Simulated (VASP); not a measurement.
## Ir: relaxation of cell and atoms with PBE

The system is Ir.

```
CELL_PARAMETERS angstrom
0.00000 1.93792 1.93792
1.93792 0.00000 1.93792
1.93792 1.93792 0.00000
ATOMIC_POSITIONS crystal
Ir 0.00000 0.00000 0.00000
```

- Program: VASP 6.6.1
- Task: relaxation of cell and atoms
- Functional: PBE
- Potentials or basis: VASP PAW PBE potentials, release 64 (Ir)
- Cutoff: 500 eV
- k mesh: 8 × 8 × 8
- Occupations: methfessel-paxton, width 0.05 eV
- Spin: no spin polarisation
- Dipole correction: no
- Further INCAR settings: ALGO = Normal; EDIFF = 1e-07; IBRION = 2; EDIFFG = -0.01; NSW = 60; ISIF = 3

```json
{
 "Relaxed volume": "14.57 Å³/atom",
 "Relaxed cell": "a = 2.741 Å, b = 2.741 Å, c = 2.741 Å, α = 60.00°, β = 60.00°, γ = 60.00°",
 "Space group after relaxing (to 0.05 Å)": "Fm-3m (No. 225)",
 "Energy gained by relaxing": "0.0 meV/atom",
 "Ionic steps": "3",
 "Pressure after relaxing": "0.0 GPa"
}
```

Final structure:
```xyz
1
Lattice="0.0000 1.9385 1.9385 1.9385 0.0000 1.9385 1.9385 1.9385 0.0000" Properties=species:S:1:pos:R:3 pbc="T T T"
Ir    0.0000    0.0000    0.0000
```

Levels at points of the mesh, in eV from the Fermi level:
| k point | band 1 | band 2 | band 3 | band 4 | band 5 | band 6 | band 7 | band 8 |
| --- | --- | --- | --- | --- | --- | --- | --- | --- |
| (0.00, 0.00, 0.00) | -10.86 | -3.77 | -3.77 | -3.77 | -1.19 | -1.19 | 14.30 | 19.74 |
| (0.50, 0.00, 0.00) | -7.85 | -3.86 | -3.86 | -0.74 | 0.80 | 0.80 | 6.91 | 13.86 |
| (0.50, 0.50, 0.00) | -7.62 | -7.08 | 0.77 | 1.34 | 1.34 | 1.64 | 10.06 | 11.51 |

Wall time 17 s on 1 thread of AMD EPYC 7R13, with other jobs on the host, peak memory 0.1 GiB.

Caveat: spin-orbit coupling is left out, which moves the levels of the heavy elements.
